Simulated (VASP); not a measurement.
Al2Cu, 3 atoms in the cell. The typed cell holds 3 atoms: a = 4.049 Å, b = 4.049 Å, c = 4.049 Å, α = 120.00°, β = 120.00°, γ = 90.00°. 

| Item | Value |
| --- | --- |
| Program | VASP 6.6.1 |
| Task | single point |
| Functional | PBEsol |
| Potentials or basis | VASP PAW PBE potentials, release 64 (Al, Cu) |
| Cutoff | 520 eV |
| k mesh | 14 × 14 × 14 |
| Occupations | gaussian, width 0.15 eV |
| Spin | no spin polarisation |
| Dipole correction | no |
| Further INCAR settings | ALGO = Normal; EDIFF = 1e-07; NBANDS = 16 |

Potentials or basis: VASP PAW PBE potentials, release 64 (Al, Cu).

Run with:

```console
$ cat potpaw_PBE.64/Al/POTCAR potpaw_PBE.64/Cu/POTCAR > POTCAR
$ mpirun -np 1 vasp_std > vasp.out
```

Hardware: 1 thread of Intel(R) Xeon(R) 6975P-C (Granite Rapids), on a shared host.

Question: Estimate the wall time of this run.

Answer: It took 92 s on 1 thread of Intel(R) Xeon(R) 6975P-C (Granite Rapids), with other jobs on the host, peak memory 0.3 GiB. Counts: scf iterations 16, k points 244.
